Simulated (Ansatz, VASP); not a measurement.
# Al2BAs3: VASP beside Ansatz

```xyz
12
Lattice="1.8896 -3.3889 -0.0335 -5.5486 -3.3196 0.0393 0.0907 -0.0441 -9.2803" Properties=species:S:1:pos:R:3 pbc="T T T"
Al   -1.9070   -3.3891   -0.1923
Al   -5.4892   -3.2294   -0.0082
Al   -1.9280   -5.7283   -6.2415
Al    0.0122   -2.1355   -6.0194
B    -3.5452   -4.4961   -3.0560
B     0.1680   -4.4840   -2.9597
As   -3.5754   -6.7126   -6.9514
As   -1.7859   -3.4592   -7.0916
As   -1.6760   -5.6696   -3.7238
As   -0.0342   -2.1984   -3.5976
As   -3.6129   -4.3482   -0.9438
As    0.0584   -4.6962   -0.9695
```

Change from the starting cell: cell x2, atoms moved at random (sigma 0.1 Å) and cell strained at random (1.5 %), then relaxed without symmetry.

Alike in both runs: task relaxation of cell and atoms; functional PBE; k mesh 4 × 2 × 2; occupations gaussian, width 0.1 eV; no spin polarisation.

```csv
,VASP,Ansatz
version,VASP 6.6.1,Ansatz 0.2.0
potentials or method,"VASP PAW PBE potentials, release 64 (Al, B, As), cutoff 600 eV","scalar-relativistic, plane waves, PAW"
valence electrons in the cell,48,108
```

|  | VASP | Ansatz | Ansatz less VASP |
| --- | --- | --- | --- |
| gap on the k mesh at the Fermi level, each at its own relaxed structure (eV) | 0.28 | 0.29 | +0.013 |
| relaxed volume (Å³/atom) | 20.39 | 20.33 | -0.066 |
| relaxed cell length with the largest relative difference (Å) | 3.869 | 3.863 | -0.0062 |

VASP's potentials hold 48 valence electrons a cell and Ansatz's 108, so a difference there can come from the potentials and not from the codes.

The k mesh is coarse, so the values compare programs but aren't converged.
